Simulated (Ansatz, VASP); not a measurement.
One calculation of NiO2, two programs

```
Ni O
1.0
     2.78453    0.00000    0.00000
    -1.39226    2.41147    0.00000
     0.00000    0.00000    4.87891
Ni O
1 2
Direct
  0.00000 0.00000 0.50000
  0.66667 0.33333 0.69121
  0.33333 0.66667 0.30879
```

Alike in both runs: functional PBEsol; k mesh 12 × 12 × 6; occupations gaussian, width 0.02 eV; no spin polarisation.

Ansatz relaxed the structure, and its values are those at the end. VASP's run is a single point on that final structure, the one shown.

```csv
,VASP,Ansatz
version,VASP 6.6.1,Ansatz 0.2.0
potentials or method,"VASP PAW PBE potentials, release 64 (Ni_sv_GW, O), cutoff 700 eV","scalar-relativistic, plane waves, PAW"
valence electrons in the cell,30,30
```

```csv
,VASP,Ansatz,Ansatz less VASP
gap on the k mesh at the Fermi level (eV),1.03,1.04,+0.008
least direct gap on the mesh (eV),1.27,1.28,+0.006
pressure (GPa),-0.1,0.0,+0.15
rms of the force components (eV/Å),0.019,0.000,-0.0188
```

VASP's potentials were made for PBE, not for PBEsol.
